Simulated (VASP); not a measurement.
Runs of VASP 6.6.1 on KF. The structure is that of space group F-43m (No. 216), or close to it. The cells are those of the table. 

| level | cell | smearing | gap on the mesh (eV) | pressure (GPa) | largest force (eV/Å) |
| --- | --- | --- | --- | --- | --- |
| r2SCAN | a = 4.068 Å, angles 60.0°, 2 atoms | gaussian 0.01 eV | 5.89 | 1.7 | - |
| PBE | a = 4.147 Å, angles 60.4°, 2 atoms | fermi-dirac 0.02 eV | (a) | 0.8 | 0.01 |
| PBE | a = 4.317 Å, angles 60.0°, 2 atoms | fermi-dirac 0.02 eV | (b) | -1.3 | - |
| PBE | a = 4.068 Å, angles 60.0°, 2 atoms | fermi-dirac 0.02 eV | 5.32 | 2.7 | - |
| r2SCAN | a = 4.193, b = 4.193, c = 4.151 Å, angles 60.3, 60.3, 59.3°, 2 atoms | gaussian 0.01 eV | 5.69 | -0.4 | - |
| r2SCAN | a = 4.147 Å, angles 60.4°, 2 atoms | gaussian 0.01 eV | 5.73 | -0.1 | 0.01 |
| r2SCAN | a = 4.317 Å, angles 60.0°, 2 atoms | gaussian 0.01 eV | 5.46 | -2.1 | - |
| PBE | a = 4.193, b = 4.193, c = 4.151 Å, angles 60.3, 60.3, 59.3°, 2 atoms | fermi-dirac 0.02 eV | 5.10 | 0.5 | - |

Alike in all rows: task single point; potentials or basis VASP PAW PBE potentials, release 64 (K_sv, F); no spin polarisation; k mesh 8 × 8 × 8; cutoff (eV) 520.

Question: Fill in the values left out.

Answer: (a) 5.14; (b) 4.84.

Caveats: the PAW data sets were made with another functional, which shifts forces and pressure a little (some runs).

A k mesh can miss the band edges.
